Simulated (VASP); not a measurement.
# PbO2 (Fm-3m) in VASP: settings compared

PbO2 is run at these levels: PBEsol, HSE06, r2SCAN-based global hybrid, PBE, r2SCAN; tasks: single point.

All numbers are computed with VASP 6.6.1; they aren't measurements. Logs are shortened: lines on timing, memory, paths and dates and some standing lists are left out, and cuts for length are marked.

### Step 1. The cell of the first run

The structure is cubic, space group Fm-3m (No. 225). The conventional cell has a = 5.404 Å, b = 5.404 Å, c = 5.404 Å, α = 90.00°, β = 90.00°, γ = 90.00°. Pb (site symmetry m-3m) has 8 O at 2.34 Å within 3.1 Å. Within 3.1 Å of O (site symmetry -43m) lie 4 Pb at 2.34 Å and 6 O at 2.70 Å.

### Step 2. Single point, PBEsol, non-collinear spin, zero start, spin-orbit coupling

The input, INCAR:

```
ALGO     = Normal         # electronic algorithm
EDIFF    = 1E-6           # SCF threshold, eV
ENCUT    = 520            # plane-wave cutoff, eV
GGA      = PS             # functional
GGA_COMPAT= F            
ISIF     = 2              # what is computed and relaxed
ISMEAR   = -1             # smearing method
LASPH    = T              # aspherical terms in the spheres
LCHARG   = T              # write CHGCAR
LORBIT   = 11             # projections on sites
LORBMOM  = T            
LREAL    = F              # projectors in reciprocal space
LSORBIT  = T              # spin-orbit coupling
LVHAR    = T            
LWAVE    = F              # write WAVECAR
MAGMOM   = 0 0 0 0 0 0 0 0 0 # initial moments
NBANDS   = 39             # bands
NELM     = 150            # most SCF steps
PREC     = Accurate       # precision mode
SIGMA    = 0.05           # smearing width, eV
```

The input, KPOINTS:

```
k-points
0
Gamma
  9 9 9
```

The input, POSCAR:

```
PbO2
1.0
    0.0000000000      2.7019920000      2.7019920000
    2.7019920000      0.0000000000      2.7019920000
    2.7019920000      2.7019920000      0.0000000000
Pb O
1 2
Direct
    0.0000000000      0.0000000000      0.0000000000
    0.7500000000      0.7500000000      0.7500000000
    0.2500000000      0.2500000000      0.2500000000
```

Potentials or basis: VASP PAW PBE potentials, release 64 (Pb_d, O).

On the command line:

```sh
cat potpaw_PBE.64/Pb_d/POTCAR potpaw_PBE.64/O/POTCAR > POTCAR
mpirun -np 1 vasp_ncl > vasp.out
```

OUTCAR:

```text
EDIFF = 1E-6
   ENCUT = 520
   GGA = PS
   ISIF = 2
   ISMEAR = -1
   LASPH = T
   LORBIT = 11
   LREAL = F
   LSORBIT = T
   NELM = 150
   PREC = Accurate

 ion  position               nearest neighbor table
   1  0.000  0.000  0.000-   2 2.34   2 2.34   2 2.34   3 2.34   3 2.34   3 2.34   3 2.34   2 2.34

   2  0.750  0.750  0.750-   1 2.34   1 2.34   1 2.34   1 2.34
   3  0.250  0.250  0.250-   1 2.34   1 2.34   1 2.34   1 2.34

  LATTYP: Found a face centered cubic cell.
 ALAT       =     5.4039840000

  Lattice vectors:

 A1 = (   0.0000000000,   2.7019920000,   2.7019920000)
 A2 = (   2.7019920000,   0.0000000000,   2.7019920000)
 A3 = (   2.7019920000,   2.7019920000,   0.0000000000)

Analysis of symmetry for initial positions (statically):
=====================================================================
 Subroutine PRICEL returns:
 Original cell was already a primitive cell.

 Routine SETGRP: Setting up the symmetry group for a
 face centered cubic supercell.

 Subroutine GETGRP returns: Found 48 space group operations
 (whereof 48 operations were pure point group operations)
 out of a pool of 48 trial point group operations.

The static configuration has the point symmetry O_h .

Analysis of symmetry for dynamics (positions and initial velocities):
=====================================================================
 Subroutine PRICEL returns:
 Original cell was already a primitive cell.

 Routine SETGRP: Setting up the symmetry group for a
 face centered cubic supercell.

 Subroutine GETGRP returns: Found 48 space group operations
 (whereof 48 operations were pure point group operations)
 out of a pool of 48 trial point group operations.

The dynamic configuration has the point symmetry O_h .

Analysis of structural, dynamic, and magnetic symmetry:
=====================================================================
 Subroutine PRICEL returns:
 Original cell was already a primitive cell.

 Routine SETGRP: Setting up the symmetry group for a
 face centered cubic supercell.

 Subroutine GETGRP returns: Found 48 space group operations
 (whereof 48 operations were pure point group operations)
 out of a pool of 48 trial point group operations.

The overall configuration has the point symmetry O_h .

 Subroutine INISYM returns: Found 48 space group operations
 (whereof 48 operations are pure point group operations),
 and found     1 'primitive' translations

----------------------------------------------------------------------------------------

                                     Primitive cell

  volume of cell :      39.4532

  direct lattice vectors                    reciprocal lattice vectors
     0.000000000  2.701992000  2.701992000    -0.185048660  0.185048660  0.185048660
     2.701992000  0.000000000  2.701992000     0.185048660 -0.185048660  0.185048660
     2.701992000  2.701992000  0.000000000     0.185048660  0.185048660 -0.185048660

  length of vectors
     3.821193732  3.821193732  3.821193732     0.320513682  0.320513682  0.320513682

  position of ions in fractional coordinates (direct lattice)
     0.000000000  0.000000000  0.000000000
     0.750000000  0.750000000  0.750000000
     0.250000000  0.250000000  0.250000000

  ion indices of the primitive-cell ions
   primitive index   ion index
                 1           1
                 2           2
                 3           3

----------------------------------------------------------------------------------------

 KPOINTS: k-points

Automatic generation of k-mesh.
 Grid dimensions read from file:
 generate k-points for:    9    9    9

 Generating k-lattice:

  Cartesian coordinates                     Fractional coordinates (reciprocal lattice)
    -0.020560962  0.020560962  0.020560962     0.111111111  0.000000000  0.000000000
     0.020560962 -0.020560962  0.020560962     0.000000000  0.111111111  0.000000000
     0.020560962  0.020560962 -0.020560962     0.000000000  0.000000000  0.111111111

  Length of vectors
     0.035612631  0.035612631  0.035612631

  Shift w.r.t. Gamma in fractional coordinates (k-lattice)
     0.000000000  0.000000000  0.000000000

 Subroutine IBZKPT returns following result:
 ===========================================

 Found     35 irreducible k-points:

 Following reciprocal coordinates:
            Coordinates               Weight
  0.000000  0.000000  0.000000      1.000000
  0.111111  0.000000  0.000000      8.000000
  0.222222  0.000000  0.000000      8.000000
  0.333333  0.000000  0.000000      8.000000
  0.444444  0.000000  0.000000      8.000000
  0.111111  0.111111  0.000000      6.000000
[... 16 lines left out ...]
 -0.333333  0.333333  0.000000     12.000000
  0.444444  0.444444  0.000000      6.000000
[... 37 lines left out ...]
   IMIX   =      4    mixing-type and parameters
     AMIX     =   0.40;   BMIX     =  1.00
     AMIX_MAG =   1.60;   BMIX_MAG =  1.00
  volume/ion in A,a.u.               =      13.15        88.75
  Fermi-wavevector in a.u.,A,eV,Ry     =   1.424640  2.692180 27.614384  2.029600
  Thomas-Fermi vector in A             =   2.545110
   LORBIT       =     11    0 simple, 1 ext, 2 COOP (PROOUT), +10 PAW based schemes
   GGA     = PS    functional components
   LHFCALC =     F    Hartree Fock is set to
   AEXX    =    0.0000 exact exchange contribution
   IVDW    =     0    specifies the selected vdW correction
   LEPSILON=     F    determine dielectric tensor
   LRPA    =     F    only Hartree local field effects (RPA)
  energy-cutoff  :      520.00
  volume of cell :       39.45
 maximum number of plane-waves:      2146
   NGX = 15   NGY = 15   NGZ = 15

 number of electron      25.9999989 magnetization       0.0000000     -0.0000000      0.0000000

 number of electron      25.9999989 magnetization       0.0000000      0.0000000      0.0000000

 number of electron      25.9999989 magnetization      -0.0000000     -0.0000000     -0.0000000

 Free energy of the ion-electron system (eV)
  ---------------------------------------------------
  ext. energy  EPLUGINS =         0.00000000
  ---------------------------------------------------
  free energy    TOTEN  =       -17.12059190 eV

  energy without entropy =      -17.11474306  energy(sigma->0) =      -17.11766748

 E-fermi :   5.4550     XC(G=0): -11.4199

 val. band max:        5.4068666433   @ k =  -0.3333   0.4444   0.2222
 cond. band min:       5.9546490157   @ k =  -0.1111   0.1111   0.0000
 fundamental gap:      0.5477823725
 Fermi energy:         5.4550087524

 k-point     1 :       0.0000    0.0000    0.0000
  band No.  band energies     occupation
      1     -13.0045      1.00000
      2     -13.0045      1.00000
      3     -11.5244      1.00000
      4     -11.5244      1.00000
      5     -11.5244      1.00000
      6     -11.5244      1.00000
[... 973 lines left out ...]
     37      21.4761      0.00000
     38      21.4761      0.00000

 [... further k-points ...]

 [bands above 38 left out]

------------------------ aborting loop because EDIFF is reached ----------------------------------------

  FORCE on cell =-STRESS in cart. coord.  units (eV):
  Direction    XX          YY          ZZ          XY          YZ          ZX
  --------------------------------------------------------------------------------------
  -------------------------------------------------------------------------------------
  Total       -1.4168974     -1.4168974     -1.4168974      0.0000000      0.0000000      0.0000000
  in kB      -57.5395952    -57.5395952    -57.5395952      0.0000000      0.0000000      0.0000000
  external PRESSURE =     -57.5395952 kB  Pullay stress =       0.0000000 kB

 VOLUME and BASIS-vectors are now :
 -----------------------------------------------------------------------------
  energy-cutoff  :      520.00
  volume of cell :       39.45
      direct lattice vectors                 reciprocal lattice vectors
     0.000000000  2.701992000  2.701992000    -0.185048660  0.185048660  0.185048660
     2.701992000  0.000000000  2.701992000     0.185048660 -0.185048660  0.185048660
     2.701992000  2.701992000  0.000000000     0.185048660  0.185048660 -0.185048660

 POSITION                                       TOTAL-FORCE (eV/Angst)
 -----------------------------------------------------------------------------------
      0.00000      0.00000      0.00000         0.000000     -0.000000     -0.000000
      4.05299      4.05299      4.05299        -0.000000     -0.000000     -0.000000
      1.35100      1.35100      1.35100         0.000000      0.000000      0.000000
 -----------------------------------------------------------------------------------
    total drift:                                0.000000      0.000000      0.000000

  FREE ENERGIE OF THE ION-ELECTRON SYSTEM (eV)
  ---------------------------------------------------
  free  energy   TOTEN  =       -17.1205918970 eV

  energy  without entropy=      -17.1147430612  energy(sigma->0) =      -17.11766748

 orbital moment (x)

 # of ion     p       d       tot
 ----------------------------------------
  1         0.000  -0.000   0.000
  2         0.000   0.000   0.000
  3         0.000   0.000   0.000
 ----------------------------------------
            0.000  -0.000   0.000

 orbital moment (y)

 # of ion     p       d       tot
 ----------------------------------------
  1         0.000  -0.000   0.000
  2        -0.000   0.000  -0.000
  3        -0.000   0.000  -0.000
 ----------------------------------------
           -0.000  -0.000  -0.000

 orbital moment (z)

 # of ion     p       d       tot
 ----------------------------------------
  1         0.000  -0.000  -0.000
  2        -0.000   0.000  -0.000
  3         0.000   0.000   0.000
 ----------------------------------------
            0.000  -0.000  -0.000

 Spin-Orbit-Coupling matrix elements

 Ion:    1  E_soc:     -0.7158131
 l=   1
     0.0000000    -0.0551638    -0.0551638
    -0.0551638     0.0000000    -0.0551638
    -0.0551638    -0.0551638     0.0000000
 l=   2
     0.0000000    -0.0124887     0.0000000    -0.0124887    -0.0516497
    -0.0124887     0.0000000    -0.0387373    -0.0124887    -0.0129124
     0.0000000    -0.0387373     0.0000000    -0.0387373     0.0000000
    -0.0124887    -0.0124887    -0.0387373     0.0000000    -0.0129124
    -0.0516497    -0.0129124     0.0000000    -0.0129124     0.0000000
 l=   3
     0.0000000     0.0000000     0.0000000     0.0000000     0.0000000     0.0000000     0.0000000
     0.0000000     0.0000000     0.0000000     0.0000000     0.0000000     0.0000000     0.0000000
     0.0000000     0.0000000     0.0000000     0.0000000     0.0000000     0.0000000     0.0000000
     0.0000000     0.0000000     0.0000000     0.0000000     0.0000000     0.0000000     0.0000000
[... 29 lines left out ...]
 l=   2
     0.0000000     0.0000000     0.0000000     0.0000000     0.0000000
     0.0000000     0.0000000     0.0000000     0.0000000     0.0000000
     0.0000000     0.0000000     0.0000000     0.0000000     0.0000000
     0.0000000     0.0000000     0.0000000     0.0000000     0.0000000
     0.0000000     0.0000000     0.0000000     0.0000000     0.0000000
 l=   3
     0.0000000     0.0000000     0.0000000     0.0000000     0.0000000     0.0000000     0.0000000
     0.0000000     0.0000000     0.0000000     0.0000000     0.0000000     0.0000000     0.0000000
     0.0000000     0.0000000     0.0000000     0.0000000     0.0000000     0.0000000     0.0000000
     0.0000000     0.0000000     0.0000000     0.0000000     0.0000000     0.0000000     0.0000000
     0.0000000     0.0000000     0.0000000     0.0000000     0.0000000     0.0000000     0.0000000
     0.0000000     0.0000000     0.0000000     0.0000000     0.0000000     0.0000000     0.0000000
     0.0000000     0.0000000     0.0000000     0.0000000     0.0000000     0.0000000     0.0000000

 total charge

# of ion       s       p       d       tot
------------------------------------------
    1        1.050   0.683   9.978  11.711
    2        1.590   3.317   0.000   4.907
    3        1.590   3.317   0.000   4.907
--------------------------------------------------
tot          4.229   7.317   9.978  21.525

 magnetization (x)

# of ion       s       p       d       tot
------------------------------------------
    1        0.000   0.000   0.000   0.000
    2        0.000  -0.000   0.000  -0.000
    3        0.000   0.000   0.000   0.000
--------------------------------------------------
tot          0.000  -0.000   0.000  -0.000

 magnetization (y)

# of ion       s       p       d       tot
------------------------------------------
    1        0.000   0.000   0.000   0.000
    2        0.000  -0.000   0.000  -0.000
    3        0.000   0.000   0.000   0.000
--------------------------------------------------
tot          0.000   0.000   0.000   0.000

 magnetization (z)

# of ion       s       p       d       tot
------------------------------------------
    1       -0.000   0.000   0.000  -0.000
    2        0.000   0.000   0.000   0.000
    3        0.000   0.000   0.000   0.000
--------------------------------------------------
tot          0.000   0.000   0.000   0.000
```

Run time: 5.1 min. Hardware: 1 thread of AMD EPYC 7R13, shared host; peak memory 0.25 GiB.

Results:

| Item | Value |
| --- | --- |
| Free energy | -17.1206 eV |
| Pressure | -5.8 GPa |
| Net moment | 0.00 μB per cell |
| Valence electrons inside the program's atomic spheres | Pb 11.71; O 4.91 |

Moments on the atoms (μB; x, y, z):
```
Pb  0.00 0.00 0.00
O   0.00 0.00 0.00
O   0.00 0.00 0.00
```

Caveat: the PAW data sets were made with another functional, which shifts forces and pressure a little.

(Part 1 of 2 ends here.)
